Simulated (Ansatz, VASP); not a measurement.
# Ta2N: VASP beside Ansatz

```
Ta N
1.0
    -3.07862    0.00000    0.00000
    -1.53931   -2.66616    0.00000
     0.00000    0.00000   11.14651
Ta N
4 2
Direct
  0.66667 0.66667 0.10656
  0.66667 0.66667 0.53927
  0.33333 0.33333 0.75887
  0.33333 0.33333 0.32616
  0.00000 0.00000 0.21636
  0.00000 0.00000 0.64907
```

Alike in both runs: task single point; functional PBEsol; k mesh 17 × 17 × 5; occupations gaussian, width 0.15 eV; no spin polarisation.

```csv
,VASP,Ansatz
version,VASP 6.6.1,Ansatz 0.2.0
potentials or method,"VASP PAW PBE potentials, release 64 (Ta_pv, N), cutoff 520 eV","scalar-relativistic, plane waves, PAW"
valence electrons in the cell,54,62
```

Ansatz gave:

| Property | Result |
| --- | --- |
| gap on the k mesh at the Fermi level (eV) | none |
| pressure (GPa) | -7.6 |
| traceless stress, the component that is largest in VASP (GPa) | -3.65 |
| rms of the force components (eV/Å) | 0.293 |

Task: What did VASP give for the same quantities?

Result: gap on the k mesh at the Fermi level (eV): none; pressure (GPa): -7.2; traceless stress, the component that is largest in VASP (GPa): -3.70; rms of the force components (eV/Å): 0.306.

VASP's potentials were made for PBE, not for PBEsol. Atom by atom the forces differ by 0.023 eV/Å (rms over components). A gap of «none» marks a metal or a gap that the smearing closes. With one functional, cell and mesh, what is left measures potentials, basis and numerics. VASP's potentials hold 54 valence electrons a cell and Ansatz's 62, so a difference there can come from the potentials and not from the codes.

Neither program's run includes spin-orbit coupling.
